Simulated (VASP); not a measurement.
Set up this calculation in VASP 6.6.1, as the native input.

| Quantity | Value |
| --- | --- |
| Task | single point |
| Functional | PBEsol |
| Potentials or basis | VASP PAW PBE potentials, release 64 (Ge_d) |
| Cutoff | 520 eV |
| k mesh | 8 × 8 × 8 |
| Occupations | gaussian, width 0.1 eV |
| Spin | no spin polarisation |
| Dipole correction | no |
| Further INCAR settings | ALGO = Normal; EDIFF = 1e-06; NBANDS = 66 |

The structure of Ge lies in POSCAR:

```
Ge
1.0
    5.3217020652      0.0000000000      0.0000000000
    0.0000000000      5.3217020652      0.0000000000
    0.0000000000      0.0000000000      5.3217020652
Ge
8
Direct
    0.5000000000      0.5000000000      0.5000000000
    0.0000000000      0.0000000000      0.0000000000
    0.2500000000      0.0000000000      0.5000000000
    0.5000000000      0.2500000000      0.0000000000
    0.5000000000      0.7500000000      0.0000000000
    0.7500000000      0.0000000000      0.5000000000
    0.0000000000      0.5000000000      0.7500000000
    0.0000000000      0.5000000000      0.2500000000
```

One way to write it, as run:

INCAR

```
SYSTEM = Ge
PREC = Accurate
ENCUT = 520
EDIFF = 1E-6
ISMEAR = 0
SIGMA = 0.1
LREAL = .False.
LASPH = .True.
NELM = 60
ALGO = Normal
ISIF = 2
LWAVE = .False.
LCHARG = .False.
GGA = PS
NBANDS = 66
```

KPOINTS

```
Automatic mesh
0
Gamma
  8 8 8
  0 0 0
```

Potentials or basis: VASP PAW PBE potentials, release 64 (Ge_d).

Run with:

```sh
$ cat potpaw_PBE.64/Ge_d/POTCAR > POTCAR
$ mpirun -np 1 vasp_std > vasp.out
```

Results of the run:

The pressure is 0.0 GPa and the band gap on the k mesh is zero (bands 56 and 57 overlap by 1.90 eV).

Caveat: the PAW data sets were made with another functional, which shifts forces and pressure a little.

Run time: 2.5 min on 1 thread of Intel(R) Xeon(R) 6975P-C (Granite Rapids) (shared host), peak memory 0.37 GiB.
